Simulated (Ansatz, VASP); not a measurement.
Zn: VASP beside Ansatz

```
Zn
1.0
    -0.09164    1.96434    2.05607
     1.96434   -0.09164    2.05607
     1.87270    1.87270    0.00000
Zn
1
Direct
  0.00000 0.00000 0.00000
```

Change from the starting cell: engineering shear strain xy -0.0933, normal strain along z +0.0467.

Alike in both runs: task single point; functional PBE; k mesh 20 × 20 × 20; occupations gaussian, width 0.15 eV; no spin polarisation.

|  | VASP | Ansatz |
| --- | --- | --- |
| version | VASP 6.6.1 | Ansatz 0.2.0 |
| potentials or method | VASP PAW PBE potentials, release 64 (Zn), cutoff 520 eV | scalar-relativistic, plane waves, PAW |
| valence electrons in the cell | 12 | 12 |

VASP gave:

| Property | Result |
| --- | --- |
| gap on the k mesh at the Fermi level (eV) | none |
| pressure (GPa) | -2.0 |
| traceless stress, the component that is largest in VASP (GPa) | -2.40 |

Question: Which values does Ansatz return?

Answer: gap on the k mesh at the Fermi level (eV): none; pressure (GPa): -2.3; traceless stress, the component that is largest in VASP (GPa): -2.37.

A gap of «none» marks a metal or a gap that the smearing closes.
